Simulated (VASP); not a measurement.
# Al5Cu3 (Pmmm) in VASP: relaxation of cell and atoms with PBE

Aim: the relaxation of cell and atoms of Al5Cu3 with PBE.

All numbers are computed with VASP 6.6.1; they aren't measurements. Logs are shortened: lines on timing, memory, paths and dates and some standing lists are left out, and cuts for length are marked.

## Step 1: The cell of the first run

The structure is orthorhombic, space group Pmmm (No. 47). Conventional cell: a = 3.809 Å, b = 3.902 Å, c = 7.773 Å, α = 90.00°, β = 90.00°, γ = 90.00°. Al (site symmetry mmm) has 8 Cu at 2.68 to 2.73 Å and 4 Al at 2.69 Å within 3.5 Å. Within 3.6 Å of Al (site symmetry mmm) lie 8 Al at 2.73 to 2.82 Å and 4 Cu at 2.76 Å. Within 3.6 Å of Al (site symmetry mmm) lie 8 Al at 2.73 to 2.79 Å and 4 Cu at 2.79 Å. Within 3.5 Å of Al (site symmetry mm2) lie 6 Cu at 2.65 to 2.73 Å and 6 Al at 2.69 to 2.82 Å. Cu (site symmetry mm2) has 10 Al at 2.68 to 2.79 Å and 2 Cu at 2.72 Å within 3.5 Å. Within 3.5 Å of Cu (site symmetry mmm) lie 8 Al at 2.65 to 2.73 Å and 4 Cu at 2.72 Å.

The cell was generated, and may not be a known phase.

## Step 2: Relaxation of cell and atoms, PBE

File INCAR:

```
SYSTEM = Al5Cu3
ALGO = Fast
EDIFF = 1E-7
EDIFFG = -0.01
ENCUT = 600
GGA = PE
IBRION = 2
ISIF = 3
ISMEAR = 0
LASPH = .True.
LCHARG = .False.
LREAL = .False.
LWAVE = .False.
NELM = 60
NSW = 100
PREC = Accurate
SIGMA = 0.1
```

File KPOINTS:

```
k-points
0
Gamma
  8 8 4
  0 0 0
```

File POSCAR:

```
Al5Cu3
1.0
    3.8092012645      0.0000000000      0.0000000000
    0.0000000000      3.9023217382      0.0000000000
    0.0000000000      0.0000000000      7.7734611411
Al Cu
5 3
Direct
    0.0000000000      0.0000000000      0.5000000000
    0.0000000000      0.0000000000      0.0000000000
    0.5000000000      0.5000000000      0.0000000000
    0.0000000000      0.5000000000      0.7373132006
    0.0000000000      0.5000000000      0.2626867994
    0.5000000000      0.0000000000      0.7433133923
    0.5000000000      0.0000000000      0.2566866077
    0.5000000000      0.5000000000      0.5000000000
```

Potentials or basis: VASP PAW PBE potentials, release 64 (Al, Cu).

On the command line:

```console
$ cat potpaw_PBE.64/Al/POTCAR potpaw_PBE.64/Cu/POTCAR > POTCAR
$ mpirun -np 1 vasp_std > vasp.out
```

OUTCAR:

```text
SYSTEM = Al5Cu3
   EDIFF = 1E-7
   EDIFFG = -0.01
   ENCUT = 600
   GGA = PE
   IBRION = 2
   ISIF = 3
   ISMEAR = 0
   LASPH = .True.
   LREAL = .False.
   NELM = 60
   NSW = 100
   PREC = Accurate

 ion  position               nearest neighbor table
   1  0.000  0.000  0.500-   6 2.68   7 2.68   6 2.68   7 2.68   4 2.69   5 2.69   4 2.69   5 2.69
                             8 2.73   8 2.73   8 2.73   8 2.73
   2  0.000  0.000  0.000-   3 2.73   3 2.73   3 2.73   3 2.73   7 2.76   6 2.76   7 2.76   6 2.76
                             5 2.82   4 2.82   4 2.82   5 2.82
   3  0.500  0.500  0.000-   2 2.73   2 2.73   2 2.73   2 2.73   6 2.79   7 2.79   7 2.79   6 2.79
                             5 2.79   4 2.79   5 2.79   4 2.79
   4  0.000  0.500  0.737-   8 2.65   8 2.65   1 2.69   1 2.69   6 2.73   6 2.73   6 2.73   6 2.73
                             3 2.79   3 2.79   2 2.82   2 2.82
   5  0.000  0.500  0.263-   8 2.65   8 2.65   1 2.69   1 2.69   7 2.73   7 2.73   7 2.73   7 2.73
                             3 2.79   3 2.79   2 2.82   2 2.82
   6  0.500  0.000  0.743-   1 2.68   1 2.68   8 2.72   8 2.72   4 2.73   4 2.73   4 2.73   4 2.73
                             2 2.76   2 2.76   3 2.79   3 2.79
   7  0.500  0.000  0.257-   1 2.68   1 2.68   8 2.72   8 2.72   5 2.73   5 2.73   5 2.73   5 2.73
                             2 2.76   2 2.76   3 2.79   3 2.79
   8  0.500  0.500  0.500-   4 2.65   5 2.65   4 2.65   5 2.65   6 2.72   7 2.72   6 2.72   7 2.72
                             1 2.73   1 2.73   1 2.73   1 2.73

  LATTYP: Found a simple orthorhombic cell.
 ALAT       =     3.8092012645
 B/A-ratio  =     1.0244461942
 C/A-ratio  =     2.0407063322

  Lattice vectors:

 A1 = (   3.8092012645,   0.0000000000,   0.0000000000)
 A2 = (   0.0000000000,   3.9023217382,   0.0000000000)
 A3 = (   0.0000000000,   0.0000000000,   7.7734611411)

Analysis of symmetry for initial positions (statically):
=====================================================================
 Subroutine PRICEL returns:
 Original cell was already a primitive cell.

 Routine SETGRP: Setting up the symmetry group for a
 simple orthorhombic supercell.

 Subroutine GETGRP returns: Found  8 space group operations
 (whereof  8 operations were pure point group operations)
 out of a pool of  8 trial point group operations.

The static configuration has the point symmetry D_2h.

Analysis of symmetry for dynamics (positions and initial velocities):
=====================================================================
 Subroutine PRICEL returns:
 Original cell was already a primitive cell.

 Routine SETGRP: Setting up the symmetry group for a
 simple orthorhombic supercell.

 Subroutine GETGRP returns: Found  8 space group operations
[... 122 lines left out ...]
   ISYM   =      2    0-nonsym 1-usesym 2-fastsym
   POTIM  = 0.5000    time-step for ionic-motion
   TEBEG  =    0.0;   TEEND  =   0.0 temperature during run
   PSTRESS=    0.0 pullay stress
   NELECT =      48.0000    total number of electrons
   NUPDOWN=      -1.0000    fix difference up-down
   EMIN   =  10.00;   EMAX   =-10.00  energy-range for DOS
   EFERMI =   0.00;   METHOD = LEGACY
   ISMEAR =     0;   SIGMA  =   0.10  broadening in eV -4-tet -1-fermi 0-gaus
   EFERMI_NEDOS =   21; number of points for ismear=-14 and -15
   IALGO  =     68    algorithm
   IMIX   =      4    mixing-type and parameters
     AMIX     =   0.40;   BMIX     =  1.00
     AMIX_MAG =   1.60;   BMIX_MAG =  1.00
  volume/ion in A,a.u.               =      14.44        97.47
  Fermi-wavevector in a.u.,A,eV,Ry     =   1.221513  2.308325 20.301172  1.492094
  Thomas-Fermi vector in A             =   2.356693
   LORBIT       =      0    0 simple, 1 ext, 2 COOP (PROOUT), +10 PAW based schemes
   GGA     = PE    functional components
   LHFCALC =     F    Hartree Fock is set to
   AEXX    =    0.0000 exact exchange contribution
   IVDW    =     0    specifies the selected vdW correction
   LEPSILON=     F    determine dielectric tensor
   LRPA    =     F    only Hartree local field effects (RPA)
 conjugate gradient relaxation of ions
 non-spin polarized calculation
 RMM-DIIS sequential band-by-band and
 Gauss-broadening in eV      SIGMA  =   0.10
  energy-cutoff  :      600.00
  volume of cell :      115.55
 maximum number of plane-waves:      3904
   NGX = 15   NGY = 15   NGZ = 31

--------------------------------------- Ionic step        1  -------------------------------------------

 number of electron      47.9999983 magnetization

 Free energy of the ion-electron system (eV)
  ---------------------------------------------------
  ext. energy  EPLUGINS =         0.00000000
  ---------------------------------------------------
  free energy    TOTEN  =       -30.54370733 eV

  energy without entropy =      -30.53003270  energy(sigma->0) =      -30.53687002

------------------------ aborting loop because EDIFF is reached ----------------------------------------

  FORCE on cell =-STRESS in cart. coord.  units (eV):
  Direction    XX          YY          ZZ          XY          YZ          ZX
  --------------------------------------------------------------------------------------
  -------------------------------------------------------------------------------------
  Total       -0.9686375      0.7534237      0.8158420     -0.0000000      0.0000000      0.0000000
  in kB      -13.4307552     10.4466836     11.3121518     -0.0000000      0.0000000      0.0000000
  external PRESSURE =       2.7760267 kB  Pullay stress =       0.0000000 kB
[... 323 lines left out ...]
--------------------------------------- Ionic step        9  -------------------------------------------

 number of electron      48.0000014 magnetization

 Free energy of the ion-electron system (eV)
  ---------------------------------------------------
  ext. energy  EPLUGINS =         0.00000000
  ---------------------------------------------------
  free energy    TOTEN  =       -30.56276105 eV

  energy without entropy =      -30.55097735  energy(sigma->0) =      -30.55686920

 E-fermi :   8.2022     XC(G=0): -11.0458

 val. band max:        8.1881828600   @ k =   0.3750   0.1250   0.0000
 cond. band min:       8.2202012782   @ k =   0.2500   0.5000   0.2500
 fundamental gap:      0.0320184182
 Fermi energy:         8.2022358360

 k-point     1 :       0.0000    0.0000    0.0000
  band No.  band energies     occupation
      1      -2.7561      2.00000
      2      -0.4573      2.00000
      3      -0.1947      2.00000
      4       3.5265      2.00000
      5       3.9541      2.00000
      6       4.1875      2.00000
[... 757 lines left out ...]
     28      10.1355      0.00000
     29      10.6341      0.00000

 [... further k-points ...]
[... 5 lines left out ...]
  --------------------------------------------------------------------------------------
  -------------------------------------------------------------------------------------
  Total        0.0220704      0.0567928      0.0427850      0.0000000      0.0000000      0.0000000
  in kB        0.3057455      0.7867619      0.5927090      0.0000000      0.0000000      0.0000000
  external PRESSURE =       0.5617388 kB  Pullay stress =       0.0000000 kB
[... 23 lines left out ...]
  FREE ENERGIE OF THE ION-ELECTRON SYSTEM (eV)
  ---------------------------------------------------
  free  energy   TOTEN  =       -30.5627610452 eV

  energy  without entropy=      -30.5509773470  energy(sigma->0) =      -30.55686920

 reached required accuracy - stopping structural energy minimisation
```

OSZICAR:

```text
N       E                     dE             d eps       ncg     rms          rms(c)
DAV:   1     0.327510988304E+03    0.32751E+03   -0.21307E+04  4350   0.215E+03
DAV:   2    -0.114189815834E+02   -0.33893E+03   -0.33069E+03  4350   0.395E+02
DAV:   3    -0.360483788284E+02   -0.24629E+02   -0.22861E+02  5986   0.140E+02
[... 100 lines left out ...]
RMM:   3    -0.305627605025E+02    0.79874E-05   -0.19552E-04  4507   0.196E-01    0.233E-02
RMM:   4    -0.305627600769E+02    0.42565E-06   -0.10011E-04  5162   0.975E-02    0.661E-03
RMM:   5    -0.305627610355E+02   -0.95861E-06   -0.18685E-05  5141   0.366E-02    0.378E-03
RMM:   6    -0.305627611041E+02   -0.68673E-07   -0.26186E-06  4426   0.149E-02    0.277E-03
RMM:   7    -0.305627610452E+02    0.58953E-07   -0.78756E-07  3983   0.984E-03
   9 F= -.30562761E+02 E0= -.30556869E+02  d E =-.127465E-03
```

Run time: 47 min. Hardware: 1 thread of Intel Xeon 8259CL, shared host; peak memory 0.43 GiB.

What came out:

| Item | Value |
| --- | --- |
| Free energy | -30.5628 eV |
| Relaxed volume | 14.46 Å³/atom |
| Relaxed cell | a = 3.762 Å, b = 3.917 Å, c = 7.847 Å, α = 90.00°, β = 90.00°, γ = 90.00° |
| Space group after relaxing (to 0.1 Å) | Pmmm (No. 47) |
| Energy gained by relaxing | 2.4 meV/atom |
| Ionic steps | 9 |
| Pressure after relaxing | 0.1 GPa |
| Largest force after relaxing | 0.008 eV/Å |
| Band gap on the k mesh | zero (bands 24 and 25 overlap by 3.42 eV) |

Forces on the atoms (eV/Å):
```
Al   0.000  0.000  0.000
Al   0.000  0.000  0.000
Al   0.000  0.000  0.000
Al   0.000  0.000 -0.006
Al   0.000  0.000  0.006
Cu   0.000  0.000  0.008
Cu   0.000  0.000 -0.008
Cu   0.000  0.000  0.000
```

The path:
| step | energy change (eV) | largest force (eV/Å) | pressure (GPa) | volume (Å³) |
| --- | --- | --- | --- | --- |
| 1 | 0.0000 | 0.2087 | 0.28 | 115.55 |
| 2 | -0.0132 | 0.1163 | -0.10 | 115.97 |
| 3 | -0.0166 | 0.0486 | -0.46 | 116.32 |
| 4 | -0.0184 | 0.0390 | 0.09 | 115.59 |
| 5 | -0.0184 | 0.0389 | 0.11 | 115.58 |
| 6 | -0.0188 | 0.0278 | 0.03 | 115.64 |
| 7 | -0.0189 | 0.0197 | -0.02 | 115.69 |
| 8 | -0.0190 | 0.0129 | -0.01 | 115.67 |
| 9 | -0.0191 | 0.0082 | 0.06 | 115.65 |

Final structure:
```xyz
8
Lattice="3.7622 0.0000 0.0000 0.0000 3.9175 0.0000 0.0000 0.0000 7.8471" Properties=species:S:1:pos:R:3 pbc="T T T"
Al    0.0000    0.0000    3.9235
Al    0.0000    0.0000    0.0000
Al    1.8811    1.9587    0.0000
Al    3.7622    1.9587    5.8120
Al    0.0000    1.9587    2.0351
Cu    1.8811    0.0000    5.8529
Cu    1.8811    0.0000    1.9942
Cu    1.8811    1.9587    3.9235
```

Levels at points of the mesh, in eV from the Fermi level:
| k point | band 19 | band 20 | band 21 | band 22 | band 23 | band 24 | band 25 | band 26 | band 27 | band 28 |
| --- | --- | --- | --- | --- | --- | --- | --- | --- | --- | --- |
| (0.00, 0.00, 0.00) | -2.15 | -2.13 | -1.43 | 0.18 | 0.68 | 0.73 | 0.89 | 1.41 | 1.50 | 1.51 |
| (0.50, 0.00, 0.00) | -2.96 | -2.89 | -2.83 | 0.82 | 0.87 | 1.03 | 1.04 | 1.10 | 2.18 | 2.49 |
| (0.00, 0.50, 0.00) | -3.21 | -2.62 | -2.47 | 0.70 | 0.72 | 1.21 | 1.37 | 1.93 | 2.73 | 3.02 |
| (0.50, 0.50, 0.00) | -3.22 | -3.20 | -3.11 | -3.00 | -2.87 | -1.36 | -1.35 | -1.21 | -1.20 | 2.44 |
| (0.00, 0.00, 0.50) | -2.96 | -1.20 | -1.20 | -0.74 | -0.37 | 0.36 | 1.48 | 1.79 | 2.69 | 3.44 |
| (0.50, 0.00, 0.50) | -2.95 | -2.04 | -1.88 | -1.81 | -1.73 | 0.89 | 1.41 | 1.92 | 2.30 | 2.40 |
| (0.00, 0.50, 0.50) | -3.20 | -2.40 | -2.22 | -1.48 | -1.33 | 1.34 | 1.63 | 2.43 | 2.71 | 2.88 |
| (0.50, 0.50, 0.50) | -3.09 | -3.07 | -3.05 | -3.04 | -2.88 | -0.76 | -0.18 | 0.37 | 0.39 | 0.43 |

The gap in the log of VASP goes by the Fermi energy; the results here count the filled bands.